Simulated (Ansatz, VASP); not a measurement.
**One calculation of KCl, two programs**

The input INCAR:

```
PREC     = Accurate       # precision mode
ENCUT    = 520            # plane-wave cutoff, eV
EDIFF    = 1E-6           # SCF threshold, eV
ISMEAR   = -1             # smearing method
SIGMA    = 0.03           # smearing width, eV
LREAL    = False          # projectors in reciprocal space
LASPH    = True           # aspherical terms in the spheres
NELM     = 60             # most SCF steps
ALGO     = Normal         # electronic algorithm
ISIF     = 2              # what is computed and relaxed
LWAVE    = False          # write WAVECAR
LCHARG   = True           # write CHGCAR
GGA      = PE             # functional
LELF     = True           # ELF
LVHAR    = True         
NBANDS   = 15             # bands
```

File KPOINTS:

```
Automatic mesh
0
Gamma
  7 7 7
```

POSCAR

```
KCl
1.0
    0.0000000000      3.1561000000      3.0929780000
    3.1561000000      0.0000000000      3.0929780000
    3.1561000000      3.1561000000      0.0000000000
K Cl
1 1
Direct
    0.0000000000      0.0000000000      0.0000000000
    0.5000000000      0.5000000000      0.5000000000
```

Input for Ansatz:

```yaml
crystal:
  lattice:
    - [0.0, 3.1561, 3.092978]
    - [3.1561, 0.0, 3.092978]
    - [3.1561, 3.1561, 0.0]
  atoms:
    - { symbol: K, position: [0.0, 0.0, 0.0] }
    - { symbol: Cl, position: [0.5, 0.5, 0.5] }
kpoints:
  mp_grid: { grid: [7, 7, 7] }
  band_path:
    path:
      - [0.0, 0.0, 0.0]
      - [0.0, 0.5, 0.5]
      - [0.25, 0.75, 0.5]
      - [0.0, 0.5, 0.0]
      - [0.0, 0.0, 0.0]
      - [0.5, 0.5, 0.0]
      - [0.3801541025, 0.6198458975, 0.0]
      - [-0.3801541025, 0.3801541025, 0.0]
      - [0.0, 0.0, 0.0]
    npoints: 5
scf:
  occupations: { method: fermi_dirac, width: 0.03 }
hamiltonian:
  xc: pbe
  pseudopotentials: { kind: all_electron, lapw: { basis_error: 0.001 } }
output:
  forces: true
  stress: true
  eigenvalues: true
```

Change from the starting cell: zz strain of -2 %.

Alike in both runs: task single point; functional PBE; k mesh 7 × 7 × 7; occupations fermi-dirac, width 0.03 eV; no spin polarisation.

```csv
,VASP,Ansatz
version,VASP 6.6.1,Ansatz 0.2.0
potentials or method,"VASP PAW PBE potentials, release 64 (K_sv, Cl), cutoff 520 eV","all-electron LAPW, scalar-relativistic"
```

```tsv
	VASP	Ansatz	Ansatz less VASP
gap on the k mesh at the Fermi level (eV)	5.21	5.22	+0.002
pressure (GPa)	1.0	1.0	-0.03
traceless stress, the component that is largest in VASP (GPa)	0.57	0.56	-0.011
```

Ansatz ran all-electron here, and VASP with PAW potentials.
